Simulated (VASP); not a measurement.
# TaSi2 (C222) in VASP: single point with PBEsol

Aim: the single point of TaSi2 with PBEsol.

Program: VASP 6.6.1. These are calculated values, not measurements. Logs are shortened: lines on timing, memory, paths and dates and some standing lists are left out, and cuts for length are marked.

### Step 1. The cell of the first run

Symmetry: C222, No. 21, orthorhombic system. Conventional cell: a = 4.761 Å, b = 8.246 Å, c = 6.556 Å, α = 90.00°, β = 90.00°, γ = 90.00°. Ta (site symmetry 222) has 10 Si at 2.60 to 2.77 Å and 4 Ta at 3.22 Å within 3.4 Å. Ta (site symmetry 2) has 10 Si at 2.56 to 2.86 Å and 4 Ta at 3.22 to 3.25 Å within 3.4 Å. Within 3.4 Å of Si (site symmetry 2) lie 9 Si at 2.55 to 3.26 Å and 5 Ta at 2.56 to 2.77 Å. Within 3.5 Å of Si (site symmetry 1) lie 9 Si at 2.53 to 3.41 Å and 5 Ta at 2.60 to 2.86 Å.

### Step 2. Single point, PBEsol (atoms displaced along a vibrational mode)

The input, INCAR:

```
ALGO = Normal
EDIFF = 1E-7
ENCUT = 520
GGA = PS
ISIF = 2
ISMEAR = 0
LASPH = T
LCHARG = T
LELF = T
LREAL = F
LVHAR = T
LWAVE = F
NBANDS = 38
NELM = 100
PREC = Accurate
SIGMA = 0.15
```

The input, KPOINTS:

```
k-points
0
Gamma
  12 12 6
```

The input, POSCAR:

```
TaSi2
1.0
    4.7608595319      0.0000000000      0.0000000000
   -2.3804297659      4.1230252985      0.0000000000
    0.0000000000      0.0000000000      6.5557841497
Ta Si
3 6
Direct
    0.5000000000      0.0000000000      0.5000000000
    0.5000000000      0.5000000000      0.8315678653
    0.0000000000      0.5000000000      0.1684321347
    0.1713945605      0.3427891210      0.5000000000
    0.8477714451      0.1541795135      0.8300221602
    0.6935919315      0.8458204865      0.1699778398
    0.8286054395      0.6572108790      0.5000000000
    0.1522285549      0.8458204865      0.8300221602
    0.3064080685      0.1541795135      0.1699778398
```

Potentials or basis: VASP PAW PBE potentials, release 64 (Ta_pv, Si).

Started as:

```console
cat potpaw_PBE.64/Ta_pv/POTCAR potpaw_PBE.64/Si/POTCAR > POTCAR
mpirun -np 1 vasp_std > vasp.out
```

OUTCAR:

```text
EDIFF = 1E-7
   ENCUT = 520
   GGA = PS
   ISIF = 2
   ISMEAR = 0
   LASPH = T
   LREAL = F
   NELM = 100
   PREC = Accurate

 ion  position               nearest neighbor table
   1  0.500  0.000  0.500-   6 2.60   9 2.60   8 2.60   5 2.60   7 2.71   4 2.71   7 2.77   4 2.77
                             4 2.77   7 2.77   2 3.22   2 3.22   3 3.22   3 3.22
   2  0.500  0.500  0.832-   4 2.56   7 2.56   6 2.64   9 2.64   8 2.69   5 2.69   8 2.70   5 2.70
                             8 2.86   5 2.86   1 3.22   1 3.22   3 3.25   3 3.25
   3  0.000  0.500  0.168-   4 2.56   7 2.56   5 2.64   8 2.64   6 2.69   9 2.69   9 2.70   6 2.70
                             6 2.86   9 2.86   1 3.22   1 3.22   2 3.25   2 3.25
   4  0.171  0.343  0.500-   5 2.55   9 2.55   3 2.56   2 2.56   1 2.71   7 2.71   7 2.71   1 2.77
                             1 2.77   7 2.83
   5  0.848  0.154  0.830-   8 2.53   4 2.55   6 2.57   1 2.60   3 2.64   2 2.69   2 2.70   8 2.86
                             2 2.86   8 2.87   9 3.12
   6  0.694  0.846  0.170-   9 2.53   7 2.55   5 2.57   1 2.60   2 2.64   3 2.69   3 2.70   9 2.86
                             3 2.86   9 2.87   8 3.12
   7  0.829  0.657  0.500-   8 2.55   6 2.55   3 2.56   2 2.56   1 2.71   4 2.71   4 2.71   1 2.77
                             1 2.77   4 2.83
   8  0.152  0.846  0.830-   5 2.53   7 2.55   9 2.57   1 2.60   3 2.64   2 2.69   2 2.70   5 2.86
                             2 2.86   5 2.87   6 3.12
   9  0.306  0.154  0.170-   6 2.53   4 2.55   8 2.57   1 2.60   2 2.64   3 2.69   3 2.70   6 2.86
                             3 2.86   6 2.87   5 3.12

  LATTYP: Found a hexagonal cell.
 ALAT       =     4.7608595319
 C/A-ratio  =     1.3770169243

  Lattice vectors:

 A1 = (   4.7608595319,   0.0000000000,   0.0000000000)
 A2 = (  -2.3804297659,   4.1230252985,   0.0000000000)
 A3 = (   0.0000000000,   0.0000000000,   6.5557841497)

Analysis of symmetry for initial positions (statically):
=====================================================================
 Subroutine PRICEL returns:
 Original cell was already a primitive cell.

 Routine SETGRP: Setting up the symmetry group for a
 hexagonal supercell.

 Subroutine GETGRP returns: Found  4 space group operations
 (whereof  4 operations were pure point group operations)
 out of a pool of 24 trial point group operations.

The static configuration has the point symmetry D_2 .

Analysis of symmetry for dynamics (positions and initial velocities):
=====================================================================
 Subroutine PRICEL returns:
 Original cell was already a primitive cell.

 Routine SETGRP: Setting up the symmetry group for a
 hexagonal supercell.

 Subroutine GETGRP returns: Found  4 space group operations
 (whereof  4 operations were pure point group operations)
 out of a pool of 24 trial point group operations.

The dynamic configuration has the point symmetry D_2 .

 Subroutine INISYM returns: Found  4 space group operations
 (whereof  4 operations are pure point group operations),
 and found     1 'primitive' translations

----------------------------------------------------------------------------------------

                                     Primitive cell

  volume of cell :     128.6844

  direct lattice vectors                    reciprocal lattice vectors
     4.760859532  0.000000000  0.000000000     0.210046105  0.121270175  0.000000000
    -2.380429766  4.123025298  0.000000000     0.000000000  0.242540350  0.000000000
     0.000000000  0.000000000  6.555784150     0.000000000  0.000000000  0.152537054

  length of vectors
     4.760859532  4.760859532  6.555784150     0.242540350  0.242540350  0.152537054

  position of ions in fractional coordinates (direct lattice)
     0.500000000  0.000000000  0.500000000
     0.500000000  0.500000000  0.831567865
     0.000000000  0.500000000  0.168432135
     0.171394560  0.342789121  0.500000000
     0.847771445  0.154179513  0.830022160
     0.693591932  0.845820487  0.169977840
     0.828605440  0.657210879  0.500000000
     0.152228555  0.845820487  0.830022160
     0.306408068  0.154179513  0.169977840

  ion indices of the primitive-cell ions
   primitive index   ion index
                 1           1
                 2           2
                 3           3
                 4           4
                 5           5
                 6           6
                 7           7
                 8           8
                 9           9

----------------------------------------------------------------------------------------

 KPOINTS: k-points

Automatic generation of k-mesh.
 Grid dimensions read from file:
 generate k-points for:   12   12    6

 Generating k-lattice:

  Cartesian coordinates                     Fractional coordinates (reciprocal lattice)
     0.017503842  0.010105848  0.000000000     0.083333333  0.000000000  0.000000000
     0.000000000  0.020211696  0.000000000     0.000000000  0.083333333  0.000000000
     0.000000000  0.000000000  0.025422842     0.000000000  0.000000000  0.166666667

  Length of vectors
     0.020211696  0.020211696  0.025422842

  Shift w.r.t. Gamma in fractional coordinates (k-lattice)
     0.000000000  0.000000000  0.000000000

 Subroutine IBZKPT returns following result:
 ===========================================

 Found    172 irreducible k-points:

 Following reciprocal coordinates:
            Coordinates               Weight
  0.000000  0.000000  0.000000      1.000000
  0.083333  0.000000  0.000000      4.000000
  0.000000  0.083333  0.000000      2.000000
  0.166667 -0.000000  0.000000      4.000000
  0.000000  0.166667  0.000000      2.000000
  0.250000  0.000000  0.000000      4.000000
[... 16 lines left out ...]
 -0.083333  0.416667  0.000000      4.000000
 -0.416667  0.333333  0.000000      4.000000
 [... further k-points ...]
   k-points           NKPTS =    172   k-points in BZ     NKDIM =    172   number of bands    NBANDS=     38
   number of dos      NEDOS =    301   number of ions     NIONS =      9
   total plane-waves  NPLWV =  64800
   dimension x,y,z NGX =    36 NGY =   36 NGZ =   50
   dimension x,y,z NGXF=    72 NGYF=   72 NGZF=  100
   ions per type =               3   6
   NGX,Y,Z   is equivalent  to a cutoff of  12.57, 12.57, 12.68 a.u.
   NGXF,Y,Z  is equivalent  to a cutoff of  25.14, 25.14, 25.36 a.u.
 SYSTEM =  unknown system
   PREC   = accura    normal or accurate (medium, high low for compatibility)
   ISTART =      0    job   : 0-new  1-cont  2-samecut
   ICHARG =      2    charge: 1-file 2-atom 10-const
   ISPIN  =      1    spin polarized calculation?
   LNONCOLLINEAR =      F non collinear calculations
   LSORBIT =      F    spin-orbit coupling
   LASPH  =      T    aspherical Exc in radial PAW
   ENCUT  =  520.0 eV  38.22 Ry    6.18 a.u.   8.85  8.85 12.19*2*pi/ulx,y,z
   NELM   =    100;   NELMIN=  2; NELMDL= -5     # of ELM steps
   EDIFF  = 0.1E-06   stopping-criterion for ELM
   LREAL  =      F    real-space projection
   EDIFFG = 0.1E-05   stopping-criterion for IOM
   NSW    =      0    number of steps for IOM
   IBRION =     -1    ionic relax: 0-MD 1-quasi-New 2-CG
   NFREE  =      0    steps in history (QN), initial steepest desc. (CG)
   ISIF   =      2    stress and relaxation
   ISYM   =      2    0-nonsym 1-usesym 2-fastsym
   POTIM  = 0.5000    time-step for ionic-motion
   TEBEG  =    0.0;   TEEND  =   0.0 temperature during run
   PSTRESS=    0.0 pullay stress
   NELECT =      57.0000    total number of electrons
   NUPDOWN=      -1.0000    fix difference up-down
   EMIN   =  10.00;   EMAX   =-10.00  energy-range for DOS
   EFERMI =   0.00;   METHOD = LEGACY
   ISMEAR =     0;   SIGMA  =   0.15  broadening in eV -4-tet -1-fermi 0-gaus
   EFERMI_NEDOS =   21; number of points for ismear=-14 and -15
   IALGO  =     38    algorithm
   IMIX   =      4    mixing-type and parameters
     AMIX     =   0.40;   BMIX     =  1.00
     AMIX_MAG =   1.60;   BMIX_MAG =  1.00
  volume/ion in A,a.u.               =      14.30        96.49
  Fermi-wavevector in a.u.,A,eV,Ry     =   1.247933  2.358251 21.188838  1.557336
  Thomas-Fermi vector in A             =   2.382042
   LORBIT       =      0    0 simple, 1 ext, 2 COOP (PROOUT), +10 PAW based schemes
   GGA     = PS    functional components
   LHFCALC =     F    Hartree Fock is set to
   AEXX    =    0.0000 exact exchange contribution
   IVDW    =     0    specifies the selected vdW correction
   LEPSILON=     F    determine dielectric tensor
   LRPA    =     F    only Hartree local field effects (RPA)
 non-spin polarized calculation
 Gauss-broadening in eV      SIGMA  =   0.15
  energy-cutoff  :      520.00
  volume of cell :      128.68
 maximum number of plane-waves:      3501
   NGX = 17   NGY = 17   NGZ = 25

 number of electron      56.9999998 magnetization

 Free energy of the ion-electron system (eV)
  ---------------------------------------------------
  ext. energy  EPLUGINS =         0.00000000
  ---------------------------------------------------
  free energy    TOTEN  =       -77.21248876 eV

  energy without entropy =      -77.17242379  energy(sigma->0) =      -77.19245627

 E-fermi :   9.3962     XC(G=0): -12.2020

 val. band max:        9.3959689833   @ k =   0.5000   0.4167   0.1667
 cond. band min:       9.4016674554   @ k =   0.0000   0.3333   0.3333
 fundamental gap:      0.0056984720
 Fermi energy:         9.3962266712

 k-point     1 :       0.0000    0.0000    0.0000
  band No.  band energies     occupation
      1     -24.9253      2.00000
      2     -24.8953      2.00000
      3     -24.8830      2.00000
      4     -24.8482      2.00000
      5     -24.8153      2.00000
      6     -24.7451      2.00000
[... 30 lines left out ...]
     37      13.3858      0.00000
     38      13.3939      0.00000
[... 941 lines left out ...]
     37      13.4677      0.00000
     38      13.5477      0.00000

 [... further k-points ...]

------------------------ aborting loop because EDIFF is reached ----------------------------------------

  FORCE on cell =-STRESS in cart. coord.  units (eV):
  Direction    XX          YY          ZZ          XY          YZ          ZX
  --------------------------------------------------------------------------------------
  -------------------------------------------------------------------------------------
  Total        1.4246560      0.3427356      0.4480962      0.0000000      0.0000000      0.0000000
  in kB       17.7375888      4.2672082      5.5789934      0.0000000      0.0000000      0.0000000
  external PRESSURE =       9.1945968 kB  Pullay stress =       0.0000000 kB

 VOLUME and BASIS-vectors are now :
 -----------------------------------------------------------------------------
  energy-cutoff  :      520.00
  volume of cell :      128.68
      direct lattice vectors                 reciprocal lattice vectors
     4.760859532  0.000000000  0.000000000     0.210046105  0.121270175  0.000000000
    -2.380429766  4.123025298  0.000000000     0.000000000  0.242540350  0.000000000
     0.000000000  0.000000000  6.555784150     0.000000000  0.000000000  0.152537054

 POSITION                                       TOTAL-FORCE (eV/Angst)
 -----------------------------------------------------------------------------------
      2.38043      0.00000      3.27789         0.000000     -0.000000      0.000000
      1.19021      2.06151      5.45158         0.000000     -0.000000      0.682638
     -1.19021      2.06151      1.10420         0.000000     -0.000000     -0.682638
      0.00000      1.41333      3.27789        -0.000000     -0.829356      0.000000
      3.66911      0.63569      5.44145        -0.473228      0.225830      0.179941
      1.28868      3.48734      1.11434        -0.473228     -0.225830     -0.179941
      2.38043      2.70970      3.27789         0.000000      0.829356      0.000000
     -1.28868      3.48734      5.44145         0.473228     -0.225830      0.179941
      1.09175      0.63569      1.11434         0.473228      0.225830     -0.179941
 -----------------------------------------------------------------------------------
    total drift:                               -0.000000     -0.000000     -0.000000

  FREE ENERGIE OF THE ION-ELECTRON SYSTEM (eV)
  ---------------------------------------------------
  free  energy   TOTEN  =       -77.2124887567 eV

  energy  without entropy=      -77.1724237864  energy(sigma->0) =      -77.19245627
```

Wall time 6.1 min (1 thread of Intel Xeon 6975P-C (Granite Rapids), shared host); peak memory 0.71 GiB.

What came out:

```yaml
Free_energy: -77.2125 eV
Pressure: 0.9 GPa
Largest_force: 0.829 eV/Å
Band_gap_on_the_k_mesh: zero (an odd number of electrons rules out a gap without spin polarisation)
```

Forces on the atoms (eV/Å):
```
Ta   0.000  0.000  0.000
Ta   0.000  0.000  0.683
Ta   0.000  0.000 -0.683
Si   0.000 -0.829  0.000
Si  -0.473  0.226  0.180
Si  -0.473 -0.226 -0.180
Si   0.000  0.829  0.000
Si   0.473 -0.226  0.180
Si   0.473  0.226 -0.180
```

Levels at points of the mesh, in eV from the Fermi level:
```csv
k point,band 26,band 27,band 28,band 29,band 30,band 31,band 32,band 33
"(0.00, 0.00, 0.00)",-2.28,-2.25,-2.25,-1.39,0.69,2.94,3.02,3.50
"(0.50, 0.00, 0.00)",-1.16,-0.68,-0.20,0.14,0.84,1.24,1.61,1.97
"(0.00, 0.50, 0.00)",-1.12,-0.82,-0.21,-0.19,0.87,1.18,1.64,1.97
"(0.00, 0.00, 0.50)",-2.02,-1.99,-1.50,1.07,1.13,2.55,2.81,3.35
"(0.50, 0.00, 0.50)",-1.97,-1.71,-0.66,-0.27,1.50,1.94,2.55,2.59
"(0.00, 0.50, 0.50)",-2.08,-2.06,-0.78,-0.17,1.66,2.02,2.43,2.52
```

Caveat: the cell differs from its parent crystal (atoms displaced along a vibrational mode); the PAW data sets were made with another functional, which shifts forces and pressure a little; spin-orbit coupling is left out, which moves the levels of the heavy elements.
